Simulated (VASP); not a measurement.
Wanted: the native input for a VASP 6.6.1 run.

| Item | Value |
| --- | --- |
| Task | single point |
| Functional | r2SCAN |
| Potentials or basis | VASP PAW PBE potentials, release 64 (In_d, Sb) |
| Cutoff | 520 eV |
| k mesh | 10 × 10 × 10 |
| Occupations | gaussian, width 0.03 eV |
| Spin | no spin polarisation |
| Dipole correction | no |
| Further INCAR settings | ALGO = Normal; EDIFF = 1e-07; NBANDS = 16 |

The system is InSb.

```
In Sb
1.0
     0.00000    3.23910    3.23910
     2.91519    0.00000    3.23910
     2.91519    3.23910    0.00000
In Sb
1 1
Direct
  0.00000 0.00000 0.00000
  0.75000 0.75000 0.75000
```

This cell differs from its parent crystal: strain -0.1000 x Voigt [1, 0, 0, 0, 0, 0].

One way to write it, as run:

POSCAR

```
InSb
1.0
    0.0000000000      3.2391000000      3.2391000000
    2.9151900000      0.0000000000      3.2391000000
    2.9151900000      3.2391000000      0.0000000000
In Sb
1 1
Direct
    0.0000000000      0.0000000000      0.0000000000
    0.7500000000      0.7500000000      0.7500000000
```

INCAR.step1

```
PREC = Accurate ; ENCUT = 520
ISMEAR = 0 ; SIGMA = 0.03
LREAL = False ; LASPH = True
NELM = 100 ; NBANDS = 16
GGA = PE ; ALGO = Normal
EDIFF = 1E-4 ; LWAVE = True
LCHARG = False
```

INCAR.step2

```
PREC = Accurate ; ENCUT = 520
EDIFF = 1E-7 ; ISMEAR = 0
SIGMA = 0.03 ; LREAL = False
LASPH = True ; NELM = 100
ALGO = Normal ; ISIF = 2
LWAVE = False ; LCHARG = False
METAGGA = R2SCAN ; LMIXTAU = True
NBANDS = 16 ; ISTART = 1
```

KPOINTS

```
Automatic mesh
0
Gamma
  10 10 10
```

Potentials or basis: VASP PAW PBE potentials, release 64 (In_d, Sb).

The run is started by

```bash
$ cat potpaw_PBE.64/In_d/POTCAR potpaw_PBE.64/Sb/POTCAR > POTCAR
$ cp INCAR.step1 INCAR
$ mpirun -np 1 vasp_std > vasp.out
$ cp INCAR.step2 INCAR
$ mpirun -np 1 vasp_std > vasp.out
```

It gave:

```
Pressure               : 8.3 GPa
Band gap on the k mesh : 0.38 eV, indirect (least direct gap 0.53 eV)
```

Caveat: the cell differs from its parent crystal (strain -0.1000 x Voigt [1, 0, 0, 0, 0, 0]); the PAW data sets were made with another functional, which shifts forces and pressure a little; spin-orbit coupling is left out, which moves the levels of the heavy elements.

Run time: 2.5 min on 1 thread of Intel(R) Xeon(R) 6975P-C (Granite Rapids), with other jobs on the host, peak memory 0.26 GiB.
